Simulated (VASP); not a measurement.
A run of VASP 6.6.1:

File INCAR:

```
SYSTEM = BW2
PREC = Accurate ; ENCUT = 500
EDIFF = 1E-6 ; ISMEAR = 0
SIGMA = 0.15 ; LREAL = .False.
LASPH = .True. ; NELM = 120
ALGO = Normal ; ISIF = 2
LWAVE = .False. ; LCHARG = .False.
GGA = PS ; NBANDS = 40
GGA_COMPAT = .False.
```

The input KPOINTS:

```
regular mesh
0
Gamma
  12 12 12
  0 0 0
```

The input POSCAR:

```
BW2
1.0
   -2.8128311623      2.8128311623      2.3003333246
    2.8128311623     -2.8128311623      2.3003333246
    2.8128311623      2.8128311623     -2.3003333246
B W
2 4
Direct
    0.2500000000      0.2500000000      0.0000000000
    0.7500000000      0.7500000000      0.0000000000
    0.6699250788      0.1699250788      0.8398501576
    0.1699250788      0.3300749212      0.5000000000
    0.3300749212      0.8300749212      0.1601498424
    0.8300749212      0.6699250788      0.5000000000
```

Potentials or basis: VASP PAW PBE potentials, release 64 (B, W_sv).

Launch:

```bash
$ cat potpaw_PBE.64/B/POTCAR potpaw_PBE.64/W_sv/POTCAR > POTCAR
$ mpirun -np 1 vasp_std > vasp.out
```

Hardware: 1 thread of Oxide Virtual Turin-like Processor, with other jobs on the host.

Task: How long does it take, and how much memory?

Result: Run time: 10 min on 1 thread of Oxide Virtual Turin-like Processor, with other jobs on the host, peak memory 0.41 GiB. Counts: scf iterations 13, k points 163.
